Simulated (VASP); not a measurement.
# P (I2_13) in VASP: notebook, part 2 of 2

VASP 6.6.1. The steps go on from the part before.

## Step 4: Relaxation of cell and atoms, PBE

INCAR

```
SYSTEM = P
ALGO = Normal
EDIFF = 1E-7
EDIFFG = -0.04
ENCUT = 600
GGA = PE
IBRION = 2
ISIF = 3
ISMEAR = 0
LASPH = .True.
LCHARG = .False.
LREAL = .False.
LWAVE = .False.
NELM = 80
NSW = 90
PREC = Accurate
SIGMA = 0.1
```

KPOINTS

```
k-points
0
Gamma
  4 4 4
  0 0 0
```

POSCAR

```
P
1.0
   -3.6422948700      3.6422948700      3.6422948700
    3.6422948700     -3.6422948700      3.6422948700
    3.6422948700      3.6422948700     -3.6422948700
P
12
Direct
    0.2301970000      0.0776810100      0.6154950300
    0.8474840000      0.2698030000      0.8852980300
    0.6147019700      0.8845049700      0.9621859700
    0.4223189900      0.6525160000      0.5378140300
    0.2698030000      0.8852980300      0.8474840000
    0.8852980300      0.8474840000      0.2698030000
    0.6525160000      0.5378140300      0.4223189900
    0.6154950300      0.2301970000      0.0776810100
    0.5378140300      0.4223189900      0.6525160000
    0.8845049700      0.9621859700      0.6147019700
    0.0776810100      0.6154950300      0.2301970000
    0.9621859700      0.6147019700      0.8845049700
```

The run is started by

```sh
$ cat potpaw_PBE.64/P/POTCAR > POTCAR
$ mpirun -np 1 vasp_std > vasp.out
```

It took 29 min on 1 thread of Intel Xeon 6975P-C (Granite Rapids), shared host; peak memory 0.37 GiB.

It converged, with:

```
Free energy                           : -60.6367 eV
Relaxed volume                        : 24.67 Å³/atom
Relaxed cell                          : a = 7.272 Å, b = 7.272 Å, c = 7.272 Å, α = 109.47°, β = 109.47°, γ = 109.47°
Space group after relaxing (to 0.1 Å) : I2_13 (No. 199)
Energy gained by relaxing             : 712.5 meV/atom
Ionic steps                           : 52
Pressure after relaxing               : 0.0 GPa
Largest force after relaxing          : 0.032 eV/Å
Band gap on the k mesh                : 0.65 eV (least direct gap 0.85 eV)
```

Forces in eV/Å, atoms in the order of the input:
```
P    0.030  0.009 -0.008
P    0.008  0.030 -0.009
P   -0.009 -0.008 -0.030
P    0.009  0.008 -0.030
P    0.030 -0.009  0.008
P   -0.009  0.008  0.030
P    0.008 -0.030  0.009
P   -0.008  0.030  0.009
P   -0.030  0.009  0.008
P   -0.008 -0.030 -0.009
P    0.009 -0.008  0.030
P   -0.030 -0.009 -0.008
```

Step by step:
```
step  energy change (eV)  largest force (eV/Å)  pressure (GPa)  volume (Å³)
   1              0.0000                3.0549           34.72       193.28
   3             -5.2368                0.9445            1.54       244.32
   5             -5.2414                0.8940            2.23       242.14
   7             -6.4331                0.6733           -0.64       280.32
   9             -6.7488                0.3377            0.59       301.18
  11             -6.8138                0.7963           -2.23       336.22
  13             -7.0036                0.4635           -0.85       333.01
  15             -7.2442                0.7166            2.32       410.33
  17             -7.4497                0.4398           -0.84       409.73
  19             -7.5189                0.1750           -0.07       397.78
  21             -7.5994                0.1012           -0.92       450.95
  23             -7.6527                0.2673            0.11       428.51
  25             -7.6716                0.3296            0.35       426.95
  27             -7.7087                0.4250            0.01       425.50
  29             -7.7434                0.2469           -0.13       426.73
  31             -7.7899                0.1570           -0.84       427.16
  33             -7.8930                0.2475           -0.39       411.89
  35             -7.9113                0.4898           -0.01       402.43
  37             -7.9907                0.4520           -0.26       391.25
  39             -8.2041                0.4506           -1.48       343.50
  41             -8.4857                0.3294           -0.04       296.38
  43             -8.4787                0.3975            0.87       289.92
  45             -8.5012                0.2024            0.13       279.36
  47             -8.5204                0.1248            0.26       284.00
  49             -8.5400                0.1314           -0.46       294.57
  51             -8.5489                0.0691            0.07       295.62
  52             -8.5503                0.0320            0.00       296.08
```

Final structure:
```cif
data_structure
_symmetry_space_group_name_H-M 'P 1'
_symmetry_Int_Tables_number 1
_cell_length_a 7.2724
_cell_length_b 7.2724
_cell_length_c 7.2724
_cell_angle_alpha 109.471
_cell_angle_beta 109.471
_cell_angle_gamma 109.471
_cell_volume 296.08
loop_
_atom_site_label
_atom_site_type_symbol
_atom_site_fract_x
_atom_site_fract_y
_atom_site_fract_z
_atom_site_occupancy
P1 P 0.19478 0.11072 0.68050 1
P2 P 0.91593 0.30522 0.98571 1
P3 P 0.51429 0.81950 0.93022 1
P4 P 0.38928 0.58407 0.56978 1
P5 P 0.30522 0.98571 0.91593 1
P6 P 0.98571 0.91593 0.30522 1
P7 P 0.58407 0.56978 0.38928 1
P8 P 0.68050 0.19478 0.11072 1
P9 P 0.56978 0.38928 0.58407 1
P10 P 0.81950 0.93022 0.51429 1
P11 P 0.11072 0.68050 0.19478 1
P12 P 0.93022 0.51429 0.81950 1
```

Levels at points of the mesh, in eV from the valence-band top:
| k point | band 28 | band 29 | band 30 | band 31 | band 32 | band 33 |
| --- | --- | --- | --- | --- | --- | --- |
| (0.00, 0.00, 0.00) | -0.43 | -0.35 | -0.35 | 0.65 | 2.08 | 2.08 |
| (0.50, 0.00, 0.00) | -0.84 | -0.29 | -0.06 | 1.03 | 1.51 | 1.68 |
| (0.50, 0.50, 0.50) | -0.04 | -0.04 | -0.04 | 1.09 | 1.44 | 1.44 |

Caveat: the volume moved by over 15 % at a fixed basis, so the end points are rough. A k mesh can miss the band edges.

## Step 5: Single point, PBE

This run uses another cell than the first one, of 24.33 Å³/atom.

INCAR

```
SYSTEM = P
ALGO     = Normal         ! electronic algorithm
EDIFF    = 1E-6           ! SCF threshold, eV
ENCUT    = 520            ! plane-wave cutoff, eV
GGA      = PE             ! functional
ISIF     = 2              ! what is computed and relaxed
ISMEAR   = 0              ! smearing method
LASPH    = .True.         ! aspherical terms in the spheres
LCHARG   = .True.         ! write CHGCAR
LELF     = .True.         ! ELF
LREAL    = .False.        ! projectors in reciprocal space
LVHAR    = .True.       
LWAVE    = .False.        ! write WAVECAR
NBANDS   = 42             ! bands
NELM     = 80             ! most SCF steps
PREC     = Accurate       ! precision mode
SIGMA    = 0.02           ! smearing width, eV
```

KPOINTS

```
k-points
0
Gamma
  6 6 6
  0 0 0
```

POSCAR

```
P
1.0
   -4.1788632581      4.1788632581      4.1788632581
    4.1788632581     -4.1788632581      4.1788632581
    4.1788632581      4.1788632581     -4.1788632581
P
12
Direct
    0.1942404345      0.1152270676      0.6842478082
    0.9209866331      0.3057595655      0.9900073737
    0.5099926263      0.8157521918      0.9309792595
    0.3847729324      0.5790133669      0.5690207405
    0.3057595655      0.9900073737      0.9209866331
    0.9900073737      0.9209866331      0.3057595655
    0.5790133669      0.5690207405      0.3847729324
    0.6842478082      0.1942404345      0.1152270676
    0.5690207405      0.3847729324      0.5790133669
    0.8157521918      0.9309792595      0.5099926263
    0.1152270676      0.6842478082      0.1942404345
    0.9309792595      0.5099926263      0.8157521918
```

The run is started by

```sh
$ cat potpaw_PBE.64/P/POTCAR > POTCAR
$ mpirun -np 1 vasp_std > vasp.out
```

Run time: 2 min. Hardware: 1 thread of Intel Xeon 6975P-C (Granite Rapids), shared host; peak memory 0.44 GiB.

Results (log left out):

| Item | Value |
| --- | --- |
| Free energy | -60.6569 eV |
| Pressure | -0.3 GPa |
| Largest force | 0.056 eV/Å |
| Band gap on the k mesh | 0.69 eV (least direct gap 0.89 eV) |

Forces on the atoms (eV/Å):
```
P   -0.024 -0.022 -0.046
P    0.046 -0.024  0.022
P    0.022 -0.046  0.024
P   -0.022  0.046  0.024
P   -0.024  0.022  0.046
P    0.022  0.046 -0.024
P    0.046  0.024 -0.022
P   -0.046 -0.024 -0.022
P    0.024 -0.022  0.046
P   -0.046  0.024  0.022
P   -0.022 -0.046 -0.024
P    0.024  0.022 -0.046
```

Levels at points of the mesh, in eV from the valence-band top:
| k point | band 28 | band 29 | band 30 | band 31 | band 32 | band 33 |
| --- | --- | --- | --- | --- | --- | --- |
| (0.00, 0.00, 0.00) | -0.45 | -0.30 | -0.30 | 0.69 | 2.05 | 2.05 |
| (0.50, 0.00, 0.00) | -0.81 | -0.25 | -0.09 | 1.08 | 1.52 | 1.70 |
| (0.50, 0.50, 0.50) | -0.07 | -0.07 | -0.07 | 1.09 | 1.41 | 1.41 |

A k mesh can miss the band edges.

## Step 6: The runs side by side

| task | cell | k mesh | cutoff (eV) | smearing | gap on the mesh (eV) | pressure (GPa) | largest force (eV/Å) |
| --- | --- | --- | --- | --- | --- | --- | --- |
| single point | a = 6.309 Å, angles 109.5°, 12 atoms, atomic positions A | 4 × 4 × 4 | 520 | gaussian 0.1 eV | none | 34.7 | 3.06 |
| single point | a = 7.190 Å, angles 109.5°, 12 atoms, atomic positions B | 4 × 4 × 4 | 520 | gaussian 0.1 eV | 0.66 | 0.0 | 0.06 |
| relaxation of cell and atoms | relaxed from a = 6.309 Å, angles 109.5°, 12 atoms, atomic positions A | 4 × 4 × 4 | 600 | gaussian 0.1 eV | 0.65 | 0.0 | 0.03 |
| single point | a = 7.238 Å, angles 109.5°, 12 atoms, atomic positions C | 6 × 6 × 6 | 520 | gaussian 0.02 eV | 0.69 | -0.3 | 0.06 |

Alike in all rows: level PBE; potentials or basis VASP PAW PBE potentials, release 64 (P); no spin polarisation.

Caveats: the cell stands under pressure (at least some runs); forces of over 1 eV/Å act on the atoms, so gaps and moduli don't describe the material at rest (at least some runs); the volume moved by over 15 % at a fixed basis, so the end points are rough (at least some runs).

Absolute energies hang on the potentials; compare differences alone.
